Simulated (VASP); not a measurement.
# SiO2 (P4_2/mnm) in VASP: a series of runs, part 2 of 2

VASP 6.6.1. Earlier steps stand in the parts before.

## (4) Single point, LDA (volume 8.148 Å^3 an atom, c/a of the conventional cell 0.7144)

File INCAR:

```
PREC = Accurate
ENCUT = 520
EDIFF = 1E-7
ISMEAR = 0
SIGMA = 0.05
LREAL = False
LASPH = True
NELM = 100
ALGO = Normal
ISIF = 2
LWAVE = False
LCHARG = False
GGA = CA
NBANDS = 25
```

File KPOINTS:

```
regular mesh
0
Gamma
  6 6 10
```

File POSCAR:

```
SiO2
1.0
    4.0902853650      0.0000000000      0.0000000000
    0.0000000000      4.0902853650      0.0000000000
    0.0000000000      0.0000000000      2.9220998647
Si O
2 4
Direct
    0.5000000000      0.5000000000      0.5000000000
    0.0000000000      0.0000000000      0.0000000000
    0.6944252994      0.6944252994      0.0000000000
    0.1944252994      0.8055747006      0.5000000000
    0.3055747006      0.3055747006      0.0000000000
    0.8055747006      0.1944252994      0.5000000000
```

Started as:

```console
cat potpaw_LDA.64/Si/POTCAR potpaw_LDA.64/O/POTCAR > POTCAR
mpirun -np 1 vasp_std > vasp.out
```

Wall time 31 s (1 thread of AMD EPYC 9R45 (Zen 5), shared host); peak memory 0.14 GiB.

It converged, with:

```yaml
Free_energy: -51.2890 eV
Pressure: -19.3 GPa
Largest_force: 0.400 eV/Å
Band_gap_on_the_k_mesh: 4.31 eV, direct
```

Forces on the atoms (eV/Å):
```
Si   0.000  0.000  0.000
Si   0.000  0.000  0.000
O    0.283  0.283  0.000
O    0.283 -0.283  0.000
O   -0.283 -0.283  0.000
O   -0.283  0.283  0.000
```

Stress tensor (GPa, compression positive):
```
 -5.12   0.00   0.00
  0.00  -5.12   0.00
  0.00   0.00 -47.63
```

Levels at points of the mesh, in eV from the valence-band top:
```tsv
k point	band 14	band 15	band 16	band 17	band 18	band 19
(0.00, 0.00, 0.00)	-0.69	-0.69	0.00	4.31	4.91	6.57
(0.50, 0.00, 0.00)	-2.76	-0.88	-0.88	6.25	6.25	7.33
(0.50, 0.50, 0.00)	-2.89	-1.69	-1.69	5.92	5.92	8.50
(0.00, 0.00, 0.50)	-3.13	-2.33	-2.33	8.45	8.45	11.60
(0.50, 0.00, 0.50)	-1.85	-1.48	-1.48	8.31	8.31	10.20
(0.50, 0.50, 0.50)	-1.29	-1.25	-1.25	6.75	6.75	10.92
```

 A k mesh can miss the band edges.

## (5) Single point, LDA (volume 8.148 Å^3 an atom, c/a of the conventional cell 0.7683)

File INCAR:

```
PREC     = Accurate       # precision mode
ENCUT    = 520            # plane-wave cutoff, eV
EDIFF    = 1E-6           # SCF threshold, eV
ISMEAR   = 0              # smearing method
SIGMA    = 0.05           # smearing width, eV
LREAL    = False          # projectors in reciprocal space
LASPH    = True           # aspherical terms in the spheres
NELM     = 80             # most SCF steps
ALGO     = Normal         # electronic algorithm
ISIF     = 2              # what is computed and relaxed
LWAVE    = False          # write WAVECAR
LCHARG   = False          # write CHGCAR
NBANDS   = 25             # bands
```

File KPOINTS:

```
Automatic mesh
0
Gamma
  6 6 10
```

POSCAR, as its differences from that of step 4:

```diff
@@ -2,5 +2,5 @@
 1.0
-    4.0902853650      0.0000000000      0.0000000000
-    0.0000000000      4.0902853650      0.0000000000
-    0.0000000000      0.0000000000      2.9220998647
+    3.9923059178      0.0000000000      0.0000000000
+    0.0000000000      3.9923059178      0.0000000000
+    0.0000000000      0.0000000000      3.0672886367
 Si O
```

Started as:

```console
cat potpaw_LDA.64/Si/POTCAR potpaw_LDA.64/O/POTCAR > POTCAR
mpirun -np 1 vasp_std > vasp.out
```

It took 29 s on 1 thread of AMD EPYC 9R45 (Zen 5), shared host; peak memory 0.14 GiB.

It converged, with:

```yaml
Free_energy: -50.5056 eV
Pressure: -17.6 GPa
Largest_force: 0.793 eV/Å
Band_gap_on_the_k_mesh: 4.10 eV, direct
```

Forces in eV/Å, atoms in the order of the input:
```
Si   0.000  0.000  0.000
Si   0.000  0.000  0.000
O    0.560  0.560  0.000
O    0.560 -0.560  0.000
O   -0.560 -0.560  0.000
O   -0.560  0.560  0.000
```

Stress tensor (GPa, compression positive):
```
  3.30   0.00   0.00
  0.00   3.30   0.00
  0.00   0.00 -59.34
```

Levels at points of the mesh, in eV from the valence-band top:
| k point | band 13 | band 14 | band 15 | band 16 | band 17 | band 18 | band 19 | band 20 |
| --- | --- | --- | --- | --- | --- | --- | --- | --- |
| (0.00, 0.00, 0.00) | -2.45 | -0.48 | -0.48 | 0.00 | 4.10 | 4.44 | 5.96 | 5.96 |
| (0.50, 0.00, 0.00) | -2.56 | -2.56 | -0.73 | -0.73 | 6.03 | 6.03 | 6.94 | 6.94 |
| (0.50, 0.50, 0.00) | -2.94 | -2.94 | -1.24 | -1.24 | 5.67 | 5.67 | 8.30 | 8.30 |
| (0.00, 0.00, 0.50) | -3.09 | -3.09 | -2.00 | -2.00 | 8.51 | 8.51 | 10.95 | 10.95 |
| (0.50, 0.00, 0.50) | -1.48 | -1.48 | -1.17 | -1.17 | 8.51 | 8.51 | 10.85 | 10.85 |
| (0.50, 0.50, 0.50) | -0.93 | -0.93 | -0.88 | -0.88 | 6.94 | 6.94 | 11.07 | 11.07 |

## (6) Single point, LDA (volume 8.148 Å^3 an atom, c/a of the conventional cell 0.6642)

File INCAR:

```
ALGO = Normal ; EDIFF = 1E-7
ENCUT = 520 ; GGA = CA
ISIF = 2 ; ISMEAR = 0
LASPH = True ; LCHARG = False
LREAL = False ; LWAVE = False
NBANDS = 25 ; NELM = 60
PREC = Accurate ; SIGMA = 0.05
```

File KPOINTS:

```
k-points
0
Gamma
  6 6 10
```

POSCAR, as its differences from that of step 5:

```diff
@@ -2,5 +2,5 @@
 1.0
-    3.9923059178      0.0000000000      0.0000000000
-    0.0000000000      3.9923059178      0.0000000000
-    0.0000000000      0.0000000000      3.0672886367
+    4.1908405087      0.0000000000      0.0000000000
+    0.0000000000      4.1908405087      0.0000000000
+    0.0000000000      0.0000000000      2.7835562659
 Si O
```

Potentials or basis: VASP PAW LDA potentials, release 64 (Si, O).

Started as:

```console
cat potpaw_LDA.64/Si/POTCAR potpaw_LDA.64/O/POTCAR > POTCAR
mpirun -np 1 vasp_std > vasp.out
```

OUTCAR:

```text
EDIFF = 1E-7
   ENCUT = 520
   GGA = CA
   ISIF = 2
   ISMEAR = 0
   LASPH = True
   LREAL = False
   NELM = 60
   PREC = Accurate

 ion  position               nearest neighbor table
   1  0.500  0.500  0.500-   3 1.81   5 1.81   3 1.81   5 1.81   4 1.81   6 1.81
   2  0.000  0.000  0.000-   4 1.81   6 1.81   4 1.81   6 1.81   5 1.81   3 1.81
   3  0.694  0.694  0.000-   1 1.81   1 1.81   2 1.81
   4  0.194  0.806  0.500-   2 1.81   2 1.81   1 1.81
[... 884 lines left out ...]
  -------------------------------------------------------------------------------------
  Total       -3.9133805     -3.9133805     -9.2412835     -0.0000000      0.0000000      0.0000000
  in kB     -128.2508909   -128.2508909   -302.8590855     -0.0000000      0.0000000      0.0000000
  external PRESSURE =    -186.4536224 kB  Pullay stress =       0.0000000 kB

 VOLUME and BASIS-vectors are now :
 -----------------------------------------------------------------------------
  energy-cutoff  :      520.00
  volume of cell :       48.89
      direct lattice vectors                 reciprocal lattice vectors
     4.190840509  0.000000000  0.000000000     0.238615618  0.000000000  0.000000000
     0.000000000  4.190840509  0.000000000     0.000000000  0.238615618  0.000000000
     0.000000000  0.000000000  2.783556266     0.000000000  0.000000000  0.359252663

 POSITION                                       TOTAL-FORCE (eV/Angst)
 -----------------------------------------------------------------------------------
      2.09542      2.09542      1.39178         0.000000      0.000000      0.000000
      0.00000      0.00000      0.00000         0.000000      0.000000      0.000000
      2.91023      2.91023      0.00000        -0.056602     -0.056602     -0.000000
      0.81481      3.37604      1.39178        -0.056602      0.056602      0.000000
      1.28061      1.28061      0.00000         0.056602      0.056602      0.000000
      3.37604      0.81481      1.39178         0.056602     -0.056602     -0.000000
 -----------------------------------------------------------------------------------
    total drift:                                0.000000      0.000000     -0.000000

  FREE ENERGIE OF THE ION-ELECTRON SYSTEM (eV)
  ---------------------------------------------------
  free  energy   TOTEN  =       -51.7401000033 eV

  energy  without entropy=      -51.7401000033  energy(sigma->0) =      -51.74010000
```

OSZICAR:

```text
N       E                     dE             d eps       ncg     rms          rms(c)
DAV:   1     0.127551108824E+03    0.12755E+03   -0.17537E+04  3024   0.123E+03
DAV:   2    -0.496631669959E+02   -0.17721E+03   -0.16930E+03  3772   0.275E+02
DAV:   3    -0.564948217567E+02   -0.68317E+01   -0.68008E+01  3991   0.517E+01
DAV:   4    -0.565398478951E+02   -0.45026E-01   -0.45010E-01  3529   0.488E+00
DAV:   5    -0.565402367830E+02   -0.38889E-03   -0.38880E-03  4035   0.428E-01    0.167E+01
DAV:   6    -0.518105495486E+02    0.47297E+01   -0.13427E+01  3745   0.243E+01    0.785E+00
DAV:   7    -0.517789445894E+02    0.31605E-01   -0.69792E-01  3755   0.473E+00    0.284E+00
DAV:   8    -0.517462743557E+02    0.32670E-01   -0.27904E-02  3819   0.140E+00    0.104E+00
DAV:   9    -0.517400957468E+02    0.61786E-02   -0.52247E-03  3774   0.597E-01    0.213E-01
DAV:  10    -0.517401100491E+02   -0.14302E-04   -0.30818E-04  3840   0.124E-01    0.736E-02
DAV:  11    -0.517401005327E+02    0.95164E-05   -0.26869E-05  3735   0.384E-02    0.232E-02
DAV:  12    -0.517401000345E+02    0.49816E-06   -0.25176E-06  3799   0.112E-02    0.534E-03
DAV:  13    -0.517401000033E+02    0.31253E-07   -0.22134E-07  3197   0.320E-03
   1 F= -.51740100E+02 E0= -.51740100E+02  d E =-.503204E-15
```

It took 32 s on 1 thread of AMD EPYC 9R45 (Zen 5), shared host; peak memory 0.14 GiB.

What came out:

| Property | Result |
| --- | --- |
| Free energy | -51.7401 eV |
| Pressure | -18.6 GPa |
| Largest force | 0.080 eV/Å |
| Band gap on the k mesh | 4.59 eV, direct |

Forces in eV/Å, atoms in the order of the input:
```
Si   0.000  0.000  0.000
Si   0.000  0.000  0.000
O   -0.057 -0.057  0.000
O   -0.057  0.057  0.000
O    0.057  0.057  0.000
O    0.057 -0.057  0.000
```

 A k mesh can miss the band edges.

## (7) The runs side by side

| cell | gap on the mesh (eV) | pressure (GPa) | largest force (eV/Å) |
| --- | --- | --- | --- |
| a = 4.408, b = 4.408, c = 2.441 Å, 6 atoms | 5.35 | 1.9 | 1.19 |
| a = 4.399, b = 4.399, c = 2.526 Å, 6 atoms | 4.92 | -10.7 | 1.21 |
| a = 4.090, b = 4.090, c = 2.922 Å, 6 atoms | 4.31 | -19.3 | 0.40 |
| a = 3.992, b = 3.992, c = 3.067 Å, 6 atoms | 4.10 | -17.6 | 0.79 |
| a = 4.191, b = 4.191, c = 2.784 Å, 6 atoms | 4.59 | -18.6 | 0.08 |

Alike in all rows: task single point; level LDA; potentials or basis VASP PAW LDA potentials, release 64 (Si, O); no spin polarisation; k mesh 6 × 6 × 10; cutoff (eV) 520; smearing gaussian 0.05 eV.

Caveats: forces of over 1 eV/Å act on the atoms, so gaps and moduli don't describe the material at rest (some runs).

Total energies depend on the potentials used, so only differences within one code and one set of settings carry meaning.
